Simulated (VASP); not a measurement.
# RbAl2W3 (P6/mmm) in VASP: single point with PBE

Aim: the single point of RbAl2W3 with PBE.

All numbers are computed with VASP 6.6.1; they aren't measurements. Logs are shortened: lines on timing, memory, paths and dates and some standing lists are left out, and cuts for length are marked.

### Step 1. The cell of the first run

The structure is hexagonal, space group P6/mmm (No. 191). Conventional cell: a = 5.052 Å, b = 5.052 Å, c = 6.654 Å, α = 90.00°, β = 90.00°, γ = 120.00°. Rb (site symmetry 6/mmm) has 2 Al at 2.41 Å and 6 W at 2.53 Å within 3.2 Å. Al (site symmetry 6mm) has 1 Al at 1.82 Å within 2.4 Å. Within 3.3 Å of W (site symmetry mmm) lie 2 Rb at 2.53 Å and 4 W at 2.53 Å.

### Step 2. Single point, PBE

Contents of INCAR:

```
ALGO = Fast ; EDIFF = 1E-7
ENCUT = 520 ; GGA = PE
ISIF = 2 ; ISMEAR = 0
LASPH = T ; LCHARG = F
LREAL = F ; LWAVE = F
NBANDS = 38 ; NELM = 100
PREC = Accurate ; SIGMA = 0.1
```

Contents of KPOINTS:

```
k-points
0
Gamma
  6 6 4
```

Contents of POSCAR:

```
RbAl2W3
1.0
    5.0524591400      0.0000000000      0.0000000000
   -2.5262295700      4.3755579700      0.0000000000
    0.0000000000      0.0000000000      6.6540664700
Rb Al W
1 2 3
Direct
    0.0000000000      0.0000000000      0.0000000000
    0.0000000000      0.0000000000      0.3628682400
    0.0000000000      0.0000000000      0.6371317600
    0.5000000000      0.0000000000      0.0000000000
    0.0000000000      0.5000000000      0.0000000000
    0.5000000000      0.5000000000      0.0000000000
```

Potentials or basis: VASP PAW PBE potentials, release 64 (Rb_sv, Al, W_sv).

Command:

```console
cat potpaw_PBE.64/Rb_sv/POTCAR potpaw_PBE.64/Al/POTCAR potpaw_PBE.64/W_sv/POTCAR > POTCAR
mpirun -np 1 vasp_std > vasp.out
```

OUTCAR:

```text
EDIFF = 1E-7
   ENCUT = 520
   GGA = PE
   ISIF = 2
   ISMEAR = 0
   LASPH = T
   LREAL = F
   NELM = 100
   PREC = Accurate

 ion  position               nearest neighbor table
   1  0.000  0.000  0.000-   2 2.41   3 2.41   4 2.53   4 2.53   6 2.53   5 2.53   5 2.53   6 2.53
                             2 4.24   3 4.24   5 4.38   6 4.38   5 4.38   6 4.38   4 4.38   4 4.38
   2  0.000  0.000  0.363-   3 1.82   1 2.41   1 4.24
   3  0.000  0.000  0.637-   2 1.82   1 2.41   1 4.24
   4  0.500  0.000  0.000-   1 2.53   1 2.53   6 2.53   6 2.53   5 2.53   5 2.53   1 4.38   1 4.38

   5  0.000  0.500  0.000-   6 2.53   6 2.53   1 2.53   1 2.53   4 2.53   4 2.53   1 4.38   1 4.38

   6  0.500  0.500  0.000-   5 2.53   5 2.53   1 2.53   4 2.53   4 2.53   1 2.53   1 4.38   1 4.38

  LATTYP: Found a hexagonal cell.
 ALAT       =     5.0524591400
 C/A-ratio  =     1.3169956027

  Lattice vectors:

 A1 = (   5.0524591400,   0.0000000000,   0.0000000000)
 A2 = (  -2.5262295700,   4.3755579700,   0.0000000000)
 A3 = (   0.0000000000,   0.0000000000,   6.6540664700)

Analysis of symmetry for initial positions (statically):
=====================================================================
 Subroutine PRICEL returns:
 Original cell was already a primitive cell.

 Routine SETGRP: Setting up the symmetry group for a
 hexagonal supercell.

 Subroutine GETGRP returns: Found 24 space group operations
 (whereof 24 operations were pure point group operations)
 out of a pool of 24 trial point group operations.

The static configuration has the point symmetry D_6h.

Analysis of symmetry for dynamics (positions and initial velocities):
=====================================================================
 Subroutine PRICEL returns:
 Original cell was already a primitive cell.

 Routine SETGRP: Setting up the symmetry group for a
 hexagonal supercell.

 Subroutine GETGRP returns: Found 24 space group operations
 (whereof 24 operations were pure point group operations)
 out of a pool of 24 trial point group operations.

The dynamic configuration has the point symmetry D_6h.

 Subroutine INISYM returns: Found 24 space group operations
 (whereof 24 operations are pure point group operations),
 and found     1 'primitive' translations

----------------------------------------------------------------------------------------

                                     Primitive cell

  volume of cell :     147.1036

  direct lattice vectors                    reciprocal lattice vectors
     5.052459140  0.000000000  0.000000000     0.197923422  0.114271141  0.000000000
    -2.526229570  4.375557970  0.000000000     0.000000000  0.228542281  0.000000000
     0.000000000  0.000000000  6.654066470     0.000000000  0.000000000  0.150284041

  length of vectors
     5.052459140  5.052459143  6.654066470     0.228542281  0.228542281  0.150284041

  position of ions in fractional coordinates (direct lattice)
     0.000000000  0.000000000  0.000000000
     0.000000000  0.000000000  0.362868240
     0.000000000  0.000000000  0.637131760
     0.500000000  0.000000000  0.000000000
     1.000000000  0.500000000  0.000000000
     0.500000000  0.500000000  0.000000000

  ion indices of the primitive-cell ions
   primitive index   ion index
                 1           1
                 2           2
                 3           3
                 4           4
                 5           5
                 6           6

----------------------------------------------------------------------------------------

 KPOINTS: k-points

Automatic generation of k-mesh.
 Grid dimensions read from file:
 generate k-points for:    6    6    4

 Generating k-lattice:

  Cartesian coordinates                     Fractional coordinates (reciprocal lattice)
     0.032987237  0.019045190  0.000000000     0.166666667  0.000000000  0.000000000
     0.000000000  0.038090380  0.000000000     0.000000000  0.166666667  0.000000000
     0.000000000  0.000000000  0.037571010     0.000000000  0.000000000  0.250000000

  Length of vectors
     0.038090380  0.038090380  0.037571010

  Shift w.r.t. Gamma in fractional coordinates (k-lattice)
     0.000000000  0.000000000  0.000000000

 Subroutine IBZKPT returns following result:
 ===========================================

 Found     21 irreducible k-points:

 Following reciprocal coordinates:
            Coordinates               Weight
  0.000000  0.000000  0.000000      1.000000
  0.166667  0.000000  0.000000      6.000000
  0.333333  0.000000  0.000000      6.000000
  0.500000  0.000000  0.000000      3.000000
  0.166667  0.166667  0.000000      6.000000
  0.333333  0.166667  0.000000     12.000000
[... 13 lines left out ...]
  0.333333  0.166667  0.500000     12.000000
  0.333333  0.333333  0.500000      2.000000
   k-points           NKPTS =     21   k-points in BZ     NKDIM =     21   number of bands    NBANDS=     38
   number of dos      NEDOS =    301   number of ions     NIONS =      6
   total plane-waves  NPLWV =  80000
   dimension x,y,z NGX =    40 NGY =   40 NGZ =   50
   dimension x,y,z NGXF=    80 NGYF=   80 NGZF=  100
   ions per type =               1   2   3
   NGX,Y,Z   is equivalent  to a cutoff of  13.16, 13.16, 12.49 a.u.
   NGXF,Y,Z  is equivalent  to a cutoff of  26.32, 26.32, 24.98 a.u.
 SYSTEM =  unknown system
   PREC   = accura    normal or accurate (medium, high low for compatibility)
   ISTART =      0    job   : 0-new  1-cont  2-samecut
   ICHARG =      2    charge: 1-file 2-atom 10-const
   ISPIN  =      1    spin polarized calculation?
   LNONCOLLINEAR =      F non collinear calculations
   LSORBIT =      F    spin-orbit coupling
   LASPH  =      T    aspherical Exc in radial PAW
   ENCUT  =  520.0 eV  38.22 Ry    6.18 a.u.   9.39  9.39 12.37*2*pi/ulx,y,z
   NELM   =    100;   NELMIN=  2; NELMDL= -5     # of ELM steps
   EDIFF  = 0.1E-06   stopping-criterion for ELM
   LREAL  =      F    real-space projection
   EDIFFG = 0.1E-05   stopping-criterion for IOM
   NSW    =      0    number of steps for IOM
   IBRION =     -1    ionic relax: 0-MD 1-quasi-New 2-CG
   NFREE  =      0    steps in history (QN), initial steepest desc. (CG)
   ISIF   =      2    stress and relaxation
   ISYM   =      2    0-nonsym 1-usesym 2-fastsym
   POTIM  = 0.5000    time-step for ionic-motion
   TEBEG  =    0.0;   TEEND  =   0.0 temperature during run
   PSTRESS=    0.0 pullay stress
   NELECT =      57.0000    total number of electrons
   NUPDOWN=      -1.0000    fix difference up-down
   EMIN   =  10.00;   EMAX   =-10.00  energy-range for DOS
   EFERMI =   0.00;   METHOD = LEGACY
   ISMEAR =     0;   SIGMA  =   0.10  broadening in eV -4-tet -1-fermi 0-gaus
   EFERMI_NEDOS =   21; number of points for ismear=-14 and -15
   IALGO  =     68    algorithm
   IMIX   =      4    mixing-type and parameters
     AMIX     =   0.40;   BMIX     =  1.00
     AMIX_MAG =   1.60;   BMIX_MAG =  1.00
  volume/ion in A,a.u.               =      24.52       165.45
  Fermi-wavevector in a.u.,A,eV,Ry     =   1.193508  2.255403 19.380972  1.424461
  Thomas-Fermi vector in A             =   2.329521
   LORBIT       =      0    0 simple, 1 ext, 2 COOP (PROOUT), +10 PAW based schemes
   GGA     = PE    functional components
   LHFCALC =     F    Hartree Fock is set to
   AEXX    =    0.0000 exact exchange contribution
   IVDW    =     0    specifies the selected vdW correction
   LEPSILON=     F    determine dielectric tensor
   LRPA    =     F    only Hartree local field effects (RPA)
 non-spin polarized calculation
 RMM-DIIS sequential band-by-band and
 Gauss-broadening in eV      SIGMA  =   0.10
  energy-cutoff  :      520.00
  volume of cell :      147.10
 maximum number of plane-waves:      3997
 NGX is ok and might be reduce to    40
   NGX = 19   NGY = 19   NGZ = 25

 number of electron      56.9999990 magnetization

 Free energy of the ion-electron system (eV)
  ---------------------------------------------------
  ext. energy  EPLUGINS =         0.00000000
  ---------------------------------------------------
  free energy    TOTEN  =       -23.51784065 eV

  energy without entropy =      -23.49272883  energy(sigma->0) =      -23.50528474

 E-fermi :   4.6536     XC(G=0):  -9.5280

 val. band max:        4.6487598156   @ k =   0.1667   0.1667   0.5000
 cond. band min:       4.6678111262   @ k =   0.1667   0.1667   0.2500
 fundamental gap:      0.0190513106
 Fermi energy:         4.6535949644

 k-point     1 :       0.0000    0.0000    0.0000
  band No.  band energies     occupation
      1     -69.4813      2.00000
      2     -69.2425      2.00000
      3     -69.2425      2.00000
      4     -34.9898      2.00000
      5     -34.4539      2.00000
      6     -34.4539      2.00000
[... 30 lines left out ...]
     37       8.3855      0.00000
     38       9.1275      0.00000

 k-point     2 :       0.1667    0.0000    0.0000
  band No.  band energies     occupation
      1     -69.4673      2.00000
      2     -69.2568      2.00000
      3     -69.2425      2.00000
      4     -34.8842      2.00000
      5     -34.4419      2.00000
      6     -34.3727      2.00000
[... 30 lines left out ...]
     37       8.0363      0.00000
     38       8.1076      0.00000

 k-point     3 :       0.3333    0.0000    0.0000
  band No.  band energies     occupation
      1     -69.4313      2.00000
      2     -69.2935      2.00000
      3     -69.2425      2.00000
      4     -34.6893      2.00000
      5     -34.3049      2.00000
      6     -34.1511      2.00000
[... 30 lines left out ...]
     37       6.9243      0.00000
[... 658 lines left out ...]
 k-point    20 :       0.3333    0.1667    0.5000
  band No.  band energies     occupation
      1     -69.4024      2.00000
      2     -69.3229      2.00000
      3     -69.2426      2.00000
      4     -34.5409      2.00000
      5     -34.2558      2.00000
      6     -33.8674      2.00000
[... 30 lines left out ...]
     37       7.5265      0.00000
     38       8.3186      0.00000

 k-point    21 :       0.3333    0.3333    0.5000
  band No.  band energies     occupation
      1     -69.3627      2.00000
      2     -69.3627      2.00000
      3     -69.2427      2.00000
      4     -34.2955      2.00000
      5     -34.2029      2.00000
      6     -34.2029      2.00000
[... 30 lines left out ...]
     37       7.1965      0.00000
     38       8.8255      0.00000

------------------------ aborting loop because EDIFF is reached ----------------------------------------

  FORCE on cell =-STRESS in cart. coord.  units (eV):
  Direction    XX          YY          ZZ          XY          YZ          ZX
  --------------------------------------------------------------------------------------
  -------------------------------------------------------------------------------------
  Total       23.0199408     23.0199408     34.1880013     -0.0000000     -0.0000000      0.0000000
  in kB      250.7213965    250.7213969    372.3581874     -0.0000000     -0.0000000      0.0000000
  external PRESSURE =     291.2669936 kB  Pullay stress =       0.0000000 kB

 VOLUME and BASIS-vectors are now :
 -----------------------------------------------------------------------------
  energy-cutoff  :      520.00
  volume of cell :      147.10
      direct lattice vectors                 reciprocal lattice vectors
     5.052459140  0.000000000  0.000000000     0.197923422  0.114271141  0.000000000
    -2.526229570  4.375557970  0.000000000     0.000000000  0.228542281  0.000000000
     0.000000000  0.000000000  6.654066470     0.000000000  0.000000000  0.150284041

 POSITION                                       TOTAL-FORCE (eV/Angst)
 -----------------------------------------------------------------------------------
      0.00000      0.00000      0.00000         0.000000      0.000000      0.000000
      0.00000      0.00000      2.41455        -0.000000      0.000000    -13.224030
      0.00000      0.00000      4.23952        -0.000000     -0.000000     13.224030
      2.52623      0.00000      0.00000         0.000000      0.000000      0.000000
     -1.26311      2.18778      0.00000         0.000000      0.000000      0.000000
      1.26311      2.18778      0.00000         0.000000      0.000000      0.000000
 -----------------------------------------------------------------------------------
    total drift:                               -0.000000      0.000000     -0.000000

  FREE ENERGIE OF THE ION-ELECTRON SYSTEM (eV)
  ---------------------------------------------------
  free  energy   TOTEN  =       -23.5178406526 eV

  energy  without entropy=      -23.4927288347  energy(sigma->0) =      -23.50528474
```

Wall time 11 min (1 thread of AMD EPYC 7R13 (Zen 3), shared host); peak memory 0.31 GiB.

Results:

| Property | Result |
| --- | --- |
| Free energy | -23.5178 eV |
| Pressure | 29.1 GPa |
| Largest force | 13.224 eV/Å |

Forces on the atoms (eV/Å):
```
Rb    0.000   0.000   0.000
Al    0.000   0.000 -13.224
Al    0.000   0.000  13.224
W     0.000   0.000   0.000
W     0.000   0.000   0.000
W     0.000   0.000   0.000
```

Caveat: spin-orbit coupling is left out, which moves the levels of the heavy elements; forces of over 1 eV/Å act on the atoms, so gaps and moduli don't describe the material at rest.
